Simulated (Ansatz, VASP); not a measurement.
**SiC in VASP and in Ansatz**

```xyz
2
Lattice="0.0000 2.1784 2.1784 2.1784 0.0000 2.1784 2.1784 2.1784 0.0000" Properties=species:S:1:pos:R:3 pbc="T T T"
Si    0.0000    0.0205    0.0000
C     3.2676    3.2196    3.2676
```

Change from the starting cell: mode 6 frozen in at -0.048 Å, equal normal strain along x, y and z +0.0000.

Alike in both runs: task single point; functional PBEsol; k mesh 10 × 10 × 10; occupations gaussian, width 0.05 eV; no spin polarisation.

|  | VASP | Ansatz |
| --- | --- | --- |
| version | VASP 6.6.1 | Ansatz 0.2.0 |
| potentials or method | VASP PAW PBE potentials, release 64 (Si, C), cutoff 520 eV | scalar-relativistic, plane waves, PAW |
| valence electrons in the cell | 8 | 8 |

```csv
,VASP,Ansatz,Ansatz less VASP
gap on the k mesh at the Fermi level (eV),0.91,0.92,+0.009
least direct gap on the mesh (eV),4.28,4.29,+0.008
pressure (GPa),0.9,0.6,-0.35
"traceless stress, the component that is largest in VASP (GPa)",-4.59,-4.53,+0.061
rms of the force components (eV/Å),0.755,0.753,-0.0023
```

VASP's potentials were made for PBE, not for PBEsol. Atom by atom the forces differ by 0.002 eV/Å (rms over components).
